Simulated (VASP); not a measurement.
# ZrS in VASP: further runs, part 3 of 3

VASP 6.6.1. Earlier steps stand in the parts before.

### Step 4. Single point, PBEsol (strain along c alone, the other axes held: +3.0 %)

INCAR reads:

```
ALGO = Normal
EDIFF = 1E-6
ENCUT = 520
GGA = PS
ISIF = 2
ISMEAR = 0
LASPH = True
LCHARG = False
LREAL = False
LWAVE = False
NBANDS = 26
NELM = 80
PREC = Accurate
SIGMA = 0.1
```

KPOINTS reads:

```
k-points
0
Gamma
  14 14 10
```

POSCAR reads:

```
ZrS
1.0
    2.5830753502      2.5830753502      0.0000000000
   -2.5830753502      2.5830753502      0.0000000000
    0.0000000000      0.0000000000      5.3211352215
Zr S
2 2
Direct
    0.0000000000      0.0000000000      0.0000000000
    0.5000000000      0.5000000000      0.5000000000
    0.5000000000      0.5000000000      0.0000000000
    0.0000000000      0.0000000000      0.5000000000
```

Potentials or basis: VASP PAW PBE potentials, release 64 (Zr_sv, S).

Launch:

```bash
> cat potpaw_PBE.64/Zr_sv/POTCAR potpaw_PBE.64/S/POTCAR > POTCAR
> mpirun -np 1 vasp_std > vasp.out
```

OUTCAR:

```text
EDIFF = 1E-6
   ENCUT = 520
   GGA = PS
   ISIF = 2
   ISMEAR = 0
   LASPH = True
   LREAL = False
   NELM = 80
   PREC = Accurate

 ion  position               nearest neighbor table
   1  0.000  0.000  0.000-   3 2.58   3 2.58   3 2.58   3 2.58   4 2.66   4 2.66   2 3.71   2 3.71
                             2 3.71   2 3.71   2 3.71   2 3.71   2 3.71   2 3.71
   2  0.500  0.500  0.500-   4 2.58   4 2.58   4 2.58   4 2.58   3 2.66   3 2.66   1 3.71   1 3.71
                             1 3.71   1 3.71   1 3.71   1 3.71   1 3.71   1 3.71
   3  0.500  0.500  0.000-   1 2.58   1 2.58   1 2.58   1 2.58   2 2.66   2 2.66
   4  0.000  0.000  0.500-   2 2.58   2 2.58   2 2.58   2 2.58   1 2.66   1 2.66

  LATTYP: Found a simple tetragonal cell.
 ALAT       =     3.6530201929
 C/A-ratio  =     1.4566399693

  Lattice vectors:

 A1 = (   2.5830753502,   2.5830753502,   0.0000000000)
 A2 = (  -2.5830753502,   2.5830753502,   0.0000000000)
 A3 = (   0.0000000000,   0.0000000000,   5.3211352215)

Analysis of symmetry for initial positions (statically):
=====================================================================
 Subroutine PRICEL returns following result:

  LATTYP: Found a body centered tetragonal cell.
 ALAT       =     3.6530201929
 C/A-ratio  =     1.4566399693

  Lattice vectors:

 A1 = (   2.5830753502,   0.0000000000,  -2.6605676107)
 A2 = (  -2.5830753502,   0.0000000000,  -2.6605676108)
 A3 = (   0.0000000000,   2.5830753502,   2.6605676108)

   2 primitive cells build up your supercell.

 Routine SETGRP: Setting up the symmetry group for a
 simple tetragonal supercell.

 Subroutine GETGRP returns: Found 16 space group operations
 (whereof 16 operations were pure point group operations)
 out of a pool of 16 trial point group operations.

The static configuration has the point symmetry D_4h.

[... 139 lines left out ...]
   EFERMI_NEDOS =   21; number of points for ismear=-14 and -15
   IALGO  =     38    algorithm
   IMIX   =      4    mixing-type and parameters
     AMIX     =   0.40;   BMIX     =  1.00
     AMIX_MAG =   1.60;   BMIX_MAG =  1.00
  volume/ion in A,a.u.               =      17.75       119.80
  Fermi-wavevector in a.u.,A,eV,Ry     =   1.305388  2.466825 23.184832  1.704037
  Thomas-Fermi vector in A             =   2.436260
   LORBIT       =      0    0 simple, 1 ext, 2 COOP (PROOUT), +10 PAW based schemes
   GGA     = PS    functional components
   LHFCALC =     F    Hartree Fock is set to
   AEXX    =    0.0000 exact exchange contribution
   IVDW    =     0    specifies the selected vdW correction
   LEPSILON=     F    determine dielectric tensor
   LRPA    =     F    only Hartree local field effects (RPA)
 non-spin polarized calculation
 Gauss-broadening in eV      SIGMA  =   0.10
  energy-cutoff  :      520.00
  volume of cell :       71.01
 maximum number of plane-waves:      1940
 NGX is ok and might be reduce to    28
   NGX = 13   NGY = 13   NGZ = 19

 number of electron      36.0000005 magnetization

 Free energy of the ion-electron system (eV)
  ---------------------------------------------------
  ext. energy  EPLUGINS =         0.00000000
  ---------------------------------------------------
  free energy    TOTEN  =       -32.97116137 eV

  energy without entropy =      -32.95753802  energy(sigma->0) =      -32.96434970

 E-fermi :  10.8370     XC(G=0): -11.5491

 val. band max:       10.8308363407   @ k =   0.3571   0.0000   0.3000
 cond. band min:      10.8425264154   @ k =   0.3571   0.0714   0.1000
 fundamental gap:      0.0116900747
 Fermi energy:        10.8369717863

 k-point     1 :       0.0000    0.0000    0.0000
  band No.  band energies     occupation
      1     -39.0049      2.00000
      2     -38.9696      2.00000
      3     -17.2768      2.00000
      4     -17.1167      2.00000
      5     -17.1167      2.00000
      6     -17.0106      2.00000
[... 685 lines left out ...]
     25      13.4145      0.00000
     26      13.8255      0.00000

 [... further k-points ...]

------------------------ aborting loop because EDIFF is reached ----------------------------------------

  FORCE on cell =-STRESS in cart. coord.  units (eV):
  Direction    XX          YY          ZZ          XY          YZ          ZX
  --------------------------------------------------------------------------------------
  -------------------------------------------------------------------------------------
  Total       -0.5601262     -0.5601262     -3.6588120      0.0000000      0.0000000     -0.0000000
  in kB      -12.6382815    -12.6382815    -82.5547826      0.0000000      0.0000000     -0.0000000
  external PRESSURE =     -35.9437819 kB  Pullay stress =       0.0000000 kB

 VOLUME and BASIS-vectors are now :
 -----------------------------------------------------------------------------
  energy-cutoff  :      520.00
  volume of cell :       71.01
      direct lattice vectors                 reciprocal lattice vectors
     2.583075350  2.583075350  0.000000000     0.193567718  0.193567718  0.000000000
    -2.583075350  2.583075350  0.000000000    -0.193567718  0.193567718  0.000000000
     0.000000000  0.000000000  5.321135221     0.000000000  0.000000000  0.187929823

 POSITION                                       TOTAL-FORCE (eV/Angst)
 -----------------------------------------------------------------------------------
      0.00000      0.00000      0.00000         0.000000      0.000000      0.000000
      0.00000      2.58308      2.66057        -0.000000     -0.000000     -0.000000
      0.00000      2.58308      0.00000        -0.000000     -0.000000      0.000000
      0.00000      0.00000      2.66057        -0.000000     -0.000000      0.000000
 -----------------------------------------------------------------------------------
    total drift:                               -0.000000      0.000000      0.000000

  FREE ENERGIE OF THE ION-ELECTRON SYSTEM (eV)
  ---------------------------------------------------
  free  energy   TOTEN  =       -32.9711613705 eV

  energy  without entropy=      -32.9575380242  energy(sigma->0) =      -32.96434970
```

stdout:

```text
POSCAR found type information on POSCAR ZrS
 POSCAR found :  2 types and       4 ions
 scaLAPACK will be used
 -----------------------------------------------------------------------------
|                                                                             |
|                                                                             |
|     You enforced a specific xc type in the INCAR file but a different       |
|     I HOPE YOU KNOW WHAT YOU ARE DOING!                                     |
|                                                                             |
 -----------------------------------------------------------------------------

 LDA part: xc-table for (Slater+PW92), standard interpolation
 POSCAR, INCAR and KPOINTS ok, starting setup
 FFT: planning ... GRIDC
 FFT: planning ... GRID_SOFT
 FFT: planning ... GRID
 WAVECAR not read
 entering main loop
```

It took 4.4 min on 1 thread of Intel Xeon Platinum 8375C at 2.90GHz (Ice Lake), shared host; peak memory 0.42 GiB.

What came out:

```
Free energy            : -32.9712 eV
Pressure               : -3.6 GPa
Band gap on the k mesh : zero (bands 18 and 19 overlap by 2.76 eV)
```

Levels at points of the mesh, in eV from the Fermi level:
| k point | band 15 | band 16 | band 17 | band 18 | band 19 | band 20 | band 21 | band 22 |
| --- | --- | --- | --- | --- | --- | --- | --- | --- |
| (0.00, 0.00, 0.00) | -3.57 | -3.49 | -3.49 | -1.61 | -1.30 | -1.30 | -0.80 | -0.65 |
| (0.50, 0.00, 0.00) | -5.72 | -5.72 | 0.48 | 0.48 | 0.90 | 0.90 | 1.05 | 1.05 |
| (0.50, 0.50, 0.00) | -4.50 | -4.50 | -3.54 | -3.54 | 0.55 | 0.55 | 2.31 | 2.31 |
| (0.00, 0.00, 0.50) | -4.26 | -4.26 | -2.74 | -2.74 | -0.16 | -0.16 | 1.19 | 1.19 |
| (0.50, 0.00, 0.50) | -6.03 | -6.03 | 1.46 | 1.46 | 1.56 | 1.56 | 1.85 | 1.85 |
| (0.50, 0.50, 0.50) | -5.89 | -5.89 | -0.19 | -0.19 | -0.19 | -0.19 | 1.90 | 1.90 |

Caveat: the cell differs from its parent crystal (strain along c alone, the other axes held: +3.0 %); the cell stands under tension; the PAW data sets were made with another functional, which shifts forces and pressure a little.

### Step 5. Single point, PBEsol (16.92 Å³/atom)

INCAR reads:

```
  ALGO = Normal
  EDIFF = 1E-6
  ENCUT = 520
  GGA = PS
  ISIF = 2
  ISMEAR = -1
  LASPH = True
  LCHARG = False
  LREAL = False
  LWAVE = False
  NBANDS = 16
  NELM = 60
  PREC = Accurate
  SIGMA = 0.15
```

KPOINTS reads:

```
k-points
0
Gamma
  14 14 14
```

POSCAR reads:

```
ZrS
1.0
    0.0000000000      2.5672388810      2.5672388810
    2.5672388810      0.0000000000      2.5672388810
    2.5672388810      2.5672388810      0.0000000000
Zr S
1 1
Direct
    0.0000000000      0.0000000000      0.0000000000
    0.5000000000      0.5000000000      0.5000000000
```

Launch:

```bash
> cat potpaw_PBE.64/Zr_sv/POTCAR potpaw_PBE.64/S/POTCAR > POTCAR
> mpirun -np 1 vasp_std > vasp.out
```

Run time: 47 s. Hardware: 1 thread of Intel Xeon Platinum 8375C at 2.90GHz (Ice Lake), shared host; peak memory 0.19 GiB.

The run converged. Its results:

```yaml
Free_energy: -16.5502 eV
Pressure: 3.4 GPa
Band_gap_on_the_k_mesh: zero (bands 9 and 10 overlap by 3.14 eV)
```

Levels at points of the mesh, in eV from the Fermi level:
| k point | band 7 | band 8 | band 9 | band 10 | band 11 | band 12 |
| --- | --- | --- | --- | --- | --- | --- |
| (0.00, 0.00, 0.00) | -3.51 | -3.51 | -1.50 | -1.50 | -1.50 | -0.75 |
| (0.50, 0.00, 0.00) | -6.21 | -6.21 | 1.65 | 1.65 | 1.95 | 2.03 |
| (0.50, 0.50, 0.00) | -4.47 | -4.47 | -3.76 | 0.56 | 2.65 | 2.65 |

Caveat: the cell stands under pressure; the PAW data sets were made with another functional, which shifts forces and pressure a little.

### Step 6. Overview

| cell | k mesh | smearing | gap on the mesh (eV) | pressure (GPa) |
| --- | --- | --- | --- | --- |
| a = 3.653, b = 3.653, c = 5.218 Å, 4 atoms, atomic positions A | 14 × 14 × 10 | gaussian 0.1 eV | none | -1.2 |
| a = 3.653, b = 3.653, c = 5.269 Å, 4 atoms, atomic positions A | 14 × 14 × 10 | gaussian 0.1 eV | none | -2.5 |
| a = 3.653, b = 3.653, c = 5.321 Å, 4 atoms, atomic positions A | 14 × 14 × 10 | gaussian 0.1 eV | none | -3.6 |
| a = 3.631 Å, angles 60.0°, 2 atoms, atomic positions B | 14 × 14 × 14 | fermi-dirac 0.15 eV | none | 3.4 |

Alike in all rows: task single point; level PBEsol; potentials or basis VASP PAW PBE potentials, release 64 (Zr_sv, S); no spin polarisation; cutoff (eV) 520.

Caveats: the PAW data sets were made with another functional, which shifts forces and pressure a little; the cell stands under tension (at least some runs); the cell stands under pressure (at least some runs).

Total energies depend on the potentials used, so only differences within one code and one set of settings carry meaning.
